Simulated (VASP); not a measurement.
BP:

```
P B
1.0
     0.00000    2.26900    2.26900
     2.26900    0.00000    2.26900
     2.26900    2.26900    0.00000
P B
1 1
Direct
  0.75000 0.75000 0.75000
  0.00000 0.00000 0.00000
```

- Program: VASP 6.6.1
- Task: relaxation of cell and atoms
- Functional: BLYP
- Dispersion: D3(BJ)
- Potentials or basis: VASP PAW PBE potentials, release 64 (P, B)
- Cutoff: 600 eV
- k mesh: 10 × 10 × 10
- Occupations: fermi-dirac, width 0.05 eV
- Spin: no spin polarisation

At the start: pressure -3.6 GPa; volume 11.68 Å³/atom.

**Question.** Where does the relaxation end?

**Answer.** Over 3 steps the energy falls by 3.0 meV/atom and the volume is 11.42 Å³/atom (-2.2 %); space group F-43m (No. 216, to 0.05 Å).

The path:
| step | energy change (eV) | largest force (eV/Å) | pressure (GPa) | volume (Å³) |
| --- | --- | --- | --- | --- |
| 1 | 0.0000 | 0.0000 | -3.61 | 23.36 |
| 2 | -0.0029 | 0.0000 | 2.73 | 22.48 |
| 3 | -0.0060 | 0.0000 | 0.00 | 22.84 |

Final structure:
```yaml
crystal:
  lattice:
    - [0.00000, 2.25205, 2.25205]
    - [2.25205, 0.00000, 2.25205]
    - [2.25205, 2.25205, 0.00000]
  atoms:
    - { symbol: P, position: [0.75000, 0.75000, 0.75000] }
    - { symbol: B, position: [0.00000, 0.00000, 0.00000] }
```

Caveat: the PAW data sets were made with another functional, which shifts forces and pressure a little.
